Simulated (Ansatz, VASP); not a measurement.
**One calculation of Ba, two programs**

```xyz
1
Lattice="-2.4343 2.4343 2.4343 2.4343 -2.4343 2.4343 2.4343 2.4343 -2.4343" Properties=species:S:1:pos:R:3 pbc="T T T"
Ba    0.0000    0.0000    0.0000
```

Alike in both runs: functional PBEsol; k mesh 12 × 12 × 12; occupations gaussian, width 0.1 eV; no spin polarisation.

Ansatz relaxed the structure, and its values are those at the end. VASP's run is a single point on that final structure, the one shown.

|  | VASP | Ansatz |
| --- | --- | --- |
| version | VASP 6.6.1 | Ansatz 0.2.0 |
| potentials or method | VASP PAW PBE potentials, release 64 (Ba_sv), cutoff 520 eV | scalar-relativistic, plane waves, PAW |
| valence electrons in the cell | 10 | 10 |

|  | VASP | Ansatz | Ansatz less VASP |
| --- | --- | --- | --- |
| gap on the k mesh at the Fermi level (eV) | none | none | - |
| pressure (GPa) | 0.1 | 0.0 | -0.09 |

VASP's potentials were made for PBE, not for PBEsol. A gap of «none» marks a metal or a gap that the smearing closes.

Neither program's run includes spin-orbit coupling.
